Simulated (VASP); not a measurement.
Write the native input for VASP 6.6.1 that does the following.

```yaml
Task: single point
Functional: r2SCAN
Potentials_or_basis: VASP PAW PBE potentials, release 64 (B, Ba_sv)
Cutoff: 550 eV
k_mesh: 5 × 5 × 5
Occupations: methfessel-paxton, width 0.0383 eV
Spin: no spin polarisation
Dipole_correction: no
Further_INCAR_settings: ALGO = Normal; EDIFF = 1e-06; NBANDS = 19
```

The system is BaB4.

```
CELL_PARAMETERS angstrom
0.00000 3.77170 0.00000
3.77170 0.00000 0.00000
1.88585 1.88585 -4.47063
ATOMIC_POSITIONS crystal
B 0.75000 0.25000 0.50000
B 0.25000 0.75000 0.50000
B 0.37700 0.37700 0.24600
B 0.62300 0.62300 0.75400
Ba 0.00000 0.00000 0.00000
```

The input as run:

POSCAR

```
BaB4
1.0
    0.0000000000      3.7717030000      0.0000000000
    3.7717030000      0.0000000000      0.0000000000
    1.8858520000      1.8858520000     -4.4706260000
B Ba
4 1
Direct
    0.7500000000      0.2500000000      0.5000000000
    0.2500000000      0.7500000000      0.5000000000
    0.3770000000      0.3770000000      0.2460000000
    0.6230000000      0.6230000000      0.7540000000
    0.0000000000      0.0000000000      0.0000000000
```

INCAR.step1

```
  ALGO = Normal
  EDIFF = 1E-5
  ENCUT = 550
  GGA = PE
  GGA_COMPAT = F
  ISMEAR = 1
  LASPH = T
  LCHARG = F
  LREAL = F
  LWAVE = T
  NBANDS = 19
  NELM = 120
  PREC = Accurate
  SIGMA = 0.0383
```

INCAR.step2

```
  ALGO = Normal
  EDIFF = 1E-6
  ENCUT = 550
  GGA_COMPAT = F
  ISIF = 2
  ISMEAR = 1
  ISTART = 1
  LASPH = T
  LCHARG = T
  LELF = T
  LMIXTAU = T
  LREAL = F
  LVHAR = T
  LWAVE = F
  METAGGA = R2SCAN
  NBANDS = 19
  NELM = 120
  PREC = Accurate
  SIGMA = 0.0383
```

KPOINTS

```
k-points
0
Gamma
  5 5 5
```

Potentials or basis: VASP PAW PBE potentials, release 64 (B, Ba_sv).

Command:

```console
$ cat potpaw_PBE.64/B/POTCAR potpaw_PBE.64/Ba_sv/POTCAR > POTCAR
$ cp INCAR.step1 INCAR
$ mpirun -np 1 vasp_std > vasp.out
$ cp INCAR.step2 INCAR
$ mpirun -np 1 vasp_std > vasp.out
```

Results of the run:

- Pressure: -8.1 GPa
- Largest force: 1.752 eV/Å
- Band gap on the k mesh: zero (bands 11 and 12 overlap by 1.55 eV)

Caveat: the k points lie up to 0.36 Å⁻¹ apart, too coarse for converged energies and pressures of a metal; the PAW data sets were made with another functional, which shifts forces and pressure a little; spin-orbit coupling is left out, which moves the levels of the heavy elements.

Wall time 3.2 min on 1 thread of Intel Xeon 8259CL, on a shared host, peak memory 0.2 GiB.
